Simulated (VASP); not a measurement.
Runs of VASP 6.6.1 on V. The structure is that of space group Fm-3m (No. 225), or close to it. The cells are those of the table. 

```tsv
level	potentials or basis	spin	U	cell	smearing	gap on the mesh (eV)	pressure (GPa)	moment (μB)
revPBE+D3(BJ)+U	VASP PAW PBE potentials, release 64 (V_sv)	collinear, ferromagnetic start	V d U = 7.0 eV	a = 2.644 Å, angles 60.0°, 1 atom	methfessel-paxton 0.1 eV	none	23.1	0.01
revPBE+D3(BJ)+U	VASP PAW PBE potentials, release 64 (V_sv)	collinear, ferromagnetic start	V d U = 7.0 eV	a = 2.608 Å, angles 60.0°, 1 atom	methfessel-paxton 0.1 eV	none	(d)	0.00
LDA	VASP PAW LDA potentials, release 64 (V_sv)	collinear, zero start	-	a = 2.680 Å, angles 60.0°, 1 atom	methfessel-paxton 0.15 eV	none	-8.7	0.00
revPBE+D3(BJ)+U	VASP PAW PBE potentials, release 64 (V_sv)	collinear, ferromagnetic start	V d U = 7.0 eV	a = 2.661 Å, angles 60.0°, 1 atom	methfessel-paxton 0.1 eV	0.53	67.2	(b)
revPBE+D3(BJ)	VASP PAW PBE potentials, release 64 (V_sv)	collinear, zero start	-	a = 2.680 Å, angles 60.0°, 1 atom	fermi-dirac 0.15 eV	none	(c)	0.00
PBE	VASP PAW PBE potentials, release 64 (V_sv)	collinear, ferromagnetic start	-	a = 2.625 Å, angles 60.0°, 1 atom	fermi-dirac 0.05 eV	none	17.4	0.00
revPBE+D3(BJ)+U	VASP PAW PBE potentials, release 64 (V_sv)	collinear, ferromagnetic start	V d U = 7.0 eV	a = 2.590 Å, angles 60.0°, 1 atom	methfessel-paxton 0.1 eV	none	41.4	0.00
revPBE+D3(BJ)+U	VASP PAW PBE potentials, release 64 (V_sv)	collinear, ferromagnetic start	V d U = 7.0 eV	a = 2.626 Å, angles 60.0°, 1 atom	methfessel-paxton 0.1 eV	none	28.9	0.00
PBE	VASP PAW PBE potentials, release 64 (V_sv)	collinear, ferromagnetic start	-	a = 2.644 Å, angles 60.0°, 1 atom	fermi-dirac 0.05 eV	none	12.4	0.00
PBE	VASP PAW PBE potentials, release 64 (V_sv)	collinear, ferromagnetic start	-	a = 2.662 Å, angles 60.0°, 1 atom	fermi-dirac 0.05 eV	none	(a)	0.00
```

Alike in all rows: task single point; k mesh 12 × 12 × 12; cutoff (eV) 520.

**Question.** Fill in the values left out.

**Answer.** (a) 8.1; (b) 3.00; (c) -7.5; (d) 34.9.

Caveats: three body term missing (some runs); the PAW data sets were made with another functional, which shifts forces and pressure a little (some runs); pairwise dispersion overbinds metals, which lowers pressure and volume (some runs); the U is typed as a test and isn't derived for this compound (some runs).

A k mesh can miss the band edges.

A gap of «none» marks levels without a gap at the run's occupations.
